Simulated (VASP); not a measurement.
Set up this calculation in VASP 6.6.1, as the native input.

| Item | Value |
| --- | --- |
| Task | single point |
| Functional | HSE06 |
| Potentials or basis | VASP PAW PBE potentials, release 64 (Au) |
| Cutoff | 520 eV |
| k mesh | 6 × 6 × 6 |
| Occupations | fermi-dirac, width 0.05 eV |
| Spin | no spin polarisation |
| Dipole correction | no |
| Grid for exact exchange (PRECFOCK) | Normal |
| Further INCAR settings | ALGO = Normal; EDIFF = 1e-06; NBANDS = 12 |
| Share of exact exchange | 0.25 |
| Screening parameter | 0.2079 1/Å |

Crystal: Au.

```
Au
1.0
     0.00000    2.02134    2.02134
     2.02134    0.00000    2.02134
     2.02134    2.02134    0.00000
Au
1
Direct
  0.00000 0.00000 0.00000
```

One way to write it, as run:

POSCAR

```
Au
1.0
    0.0000000000      2.0213418704      2.0213418704
    2.0213418704      0.0000000000      2.0213418704
    2.0213418704      2.0213418704      0.0000000000
Au
1
Direct
    0.0000000000      0.0000000000      0.0000000000
```

INCAR.step1

```
ALGO = Normal
EDIFF = 1E-5
ENCUT = 520
GGA = PE
ISIF = 2
ISMEAR = -1
LASPH = T
LREAL = F
LWAVE = T
NBANDS = 12
NELM = 60
PREC = Accurate
SIGMA = 0.05
```

INCAR.step2

```
ALGO = Normal
EDIFF = 1E-6
ENCUT = 520
GGA = PE
HFSCREEN = 0.2079
ISIF = 2
ISMEAR = -1
ISTART = 1
LASPH = T
LCHARG = T
LELF = T
LHFCALC = T
LREAL = F
LVHAR = T
LWAVE = F
NBANDS = 12
NELM = 60
PREC = Accurate
PRECFOCK = Normal
SIGMA = 0.05
```

KPOINTS

```
k-points
0
Gamma
  6 6 6
```

Potentials or basis: VASP PAW PBE potentials, release 64 (Au).

The run is started by

```sh
$ cat potpaw_PBE.64/Au/POTCAR > POTCAR
$ cp INCAR.step1 INCAR
$ mpirun -np 1 vasp_std > vasp.out
$ cp INCAR.step2 INCAR
$ mpirun -np 1 vasp_std > vasp.out
```

It gave:

```json
{"Pressure": "12.5 GPa", "Band gap on the k mesh": "zero (an odd number of electrons rules out a gap without spin polarisation)"}
```

Caveat: the k points lie up to 0.45 Å⁻¹ apart, too coarse for converged energies and pressures of a metal; the PAW data sets were made with another functional, which shifts forces and pressure a little; spin-orbit coupling is left out, which moves the levels of the heavy elements.

It took 7 min on 1 thread of Intel(R) Xeon(R) Platinum 8259CL CPU @ 2.50GHz (Skylake/Cascade Lake) (shared host), peak memory 0.24 GiB.
